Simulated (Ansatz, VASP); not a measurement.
## MnAs: VASP beside Ansatz

Contents of INCAR:

```
SYSTEM = MnAs
PREC = Accurate
ENCUT = 520
EDIFF = 1E-6
ISMEAR = -1
SIGMA = 0.05
LREAL = .False.
LASPH = .True.
NELM = 150
ALGO = Normal
ISIF = 2
LWAVE = .False.
LCHARG = .False.
MAGMOM = 0 0 0 0 0 0 2.309 2.309 2.309 2.309 2.309 2.309
LORBIT = 11
LSORBIT = .True.
GGA_COMPAT = .False.
LORBMOM = .True.
LMAXMIX = 4
GGA = CA
NBANDS = 50
```

Contents of KPOINTS:

```
regular mesh
0
Gamma
  6 6 4
  0 0 0
```

File POSCAR:

```
MnAs
1.0
    3.7100000000      0.0000000000      0.0000000000
   -1.8550000000      3.2129542480      0.0000000000
    0.0000000000      0.0000000000      5.6910000000
As Mn
2 2
Direct
    0.6666666667      0.3333333333      0.7500000000
    0.3333333333      0.6666666667      0.2500000000
    0.0000000000      0.0000000000      0.5000000000
    0.0000000000      0.0000000000      0.0000000000
```

File input.yaml:

```yaml
crystal:
  lattice:
    - [3.71, 0.0, 0.0]
    - [-1.855, 3.212954248, 0.0]
    - [0.0, 0.0, 5.691]
  atoms:
    - { symbol: As, position: [0.6666666667, 0.3333333333, 0.75] }
    - { symbol: As, position: [0.3333333333, 0.6666666667, 0.25] }
    - { symbol: Mn, position: [0.0, 0.0, 0.5], spin: 3.999, spin_axis: [2.309, 2.309, 2.309] }
    - { symbol: Mn, position: [0.0, 0.0, 0.0], spin: 3.999, spin_axis: [2.309, 2.309, 2.309] }
hamiltonian:
  xc: lda
  pseudopotentials: { kind: paw_fr }
magnetization:
  noncollinear: true
  spin_orbit: true
kpoints:
  mp_grid: { grid: [6, 6, 4] }
  band_path:
    path:
      - [[0.0, 0.0, 0.0], [0.5, 0.0, 0.0], [0.3333333333, 0.3333333333, 0.0], [0.0, 0.0, 0.0], [0.0, 0.0, 0.5], [0.5, 0.0, 0.5], [0.3333333333, 0.3333333333, 0.5], [0.0, 0.0, 0.5]]
      - [[0.5, 0.0, 0.5], [0.5, 0.0, 0.0]]
      - [[0.3333333333, 0.3333333333, 0.0], [0.3333333333, 0.3333333333, 0.5]]
    npoints: 14
scf:
  occupations: { method: fermi_dirac, width: 0.05 }
  n_extra_bands: 10
output:
  forces: true
  stress: true
  eigenvalues: true
  fatbands: true
  write_density: true
  write_potential: true
  elf: true
  volumetric_format: npy
```

Alike in both runs: functional LDA; k mesh 6 × 6 × 4; occupations fermi-dirac, width 0.05 eV; non-collinear spin, spin-orbit coupling.

|  | VASP | Ansatz |
| --- | --- | --- |
| version | VASP 6.6.1 | Ansatz 0.2.0 |
| potentials or method | VASP PAW LDA potentials, release 64 (As, Mn_pv) | Ansatz PAW |
| plane-wave cutoff (eV) | 520 | 420 |
| valence electrons in the cell | 36 | 60 |
| task | single point | band structure |

|  | VASP | Ansatz | Ansatz less VASP |
| --- | --- | --- | --- |
| pressure (GPa) | -14.4 | -13.5 | +0.90 |
| traceless stress, the component that is largest in VASP (GPa) | -1.61 | -1.63 | -0.026 |
| net moment per atom (μB) | 1.46 | 1.51 | +0.043 |

LDA's correlation is that of Perdew and Zunger in VASP and of Perdew and Wang (1992) in Ansatz. VASP's potentials hold 36 valence electrons a cell and Ansatz's 60, so a difference there can come from the potentials and not from the codes.
